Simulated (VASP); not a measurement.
Input of a VASP 6.6.1 run:

File INCAR:

```
  PREC = Accurate
  ENCUT = 600
  EDIFF = 1E-7
  ISMEAR = 0
  SIGMA = 0.1
  LREAL = F
  LASPH = T
  NELM = 100
  ALGO = Fast
  ISIF = 3
  LWAVE = F
  LCHARG = F
  GGA = PE
  IBRION = 2
  NSW = 100
  EDIFFG = -0.01
```

KPOINTS

```
regular mesh
0
Gamma
  8 8 8
```

File POSCAR:

```
BiTe5
1.0
    0.0000000000      4.5013807771      4.5013807771
    4.5013807771      0.0000000000      4.5013807771
    4.5013807771      4.5013807771      0.0000000000
Bi Te
1 5
Direct
    0.0000000000      0.0000000000      0.0000000000
    0.2500000000      0.2500000000      0.2500000000
    0.1261837944      0.6246054019      0.6246054019
    0.6246054019      0.6246054019      0.6246054019
    0.6246054019      0.1261837944      0.6246054019
    0.6246054019      0.6246054019      0.1261837944
```

Potentials or basis: VASP PAW PBE potentials, release 64 (Bi_d, Te).

Launch:

```console
$ cat potpaw_PBE.64/Bi_d/POTCAR potpaw_PBE.64/Te/POTCAR > POTCAR
$ mpirun -np 1 vasp_std > vasp.out
```

Predict the relaxed cell.

a = 6.361 Å, b = 6.361 Å, c = 6.361 Å, α = 60.00°, β = 60.00°, γ = 60.00°.

Predict the space group after relaxing (to 0.1 Å).

F-43m (No. 216).

Final structure:
```yaml
crystal:
  lattice:
    - [0.00000, 4.49825, 4.49825]
    - [4.49825, 0.00000, 4.49825]
    - [4.49825, 4.49825, 0.00000]
  atoms:
    - { symbol: Bi, position: [0.00000, 0.00000, 0.00000] }
    - { symbol: Te, position: [0.25000, 0.25000, 0.25000] }
    - { symbol: Te, position: [0.12622, 0.62459, 0.62459] }
    - { symbol: Te, position: [0.62459, 0.62459, 0.62459] }
    - { symbol: Te, position: [0.62459, 0.12622, 0.62459] }
    - { symbol: Te, position: [0.62459, 0.62459, 0.12622] }
```

Caveat: an odd number of electrons without spin polarisation forces a metal; a magnetic or distorted state may lie lower.
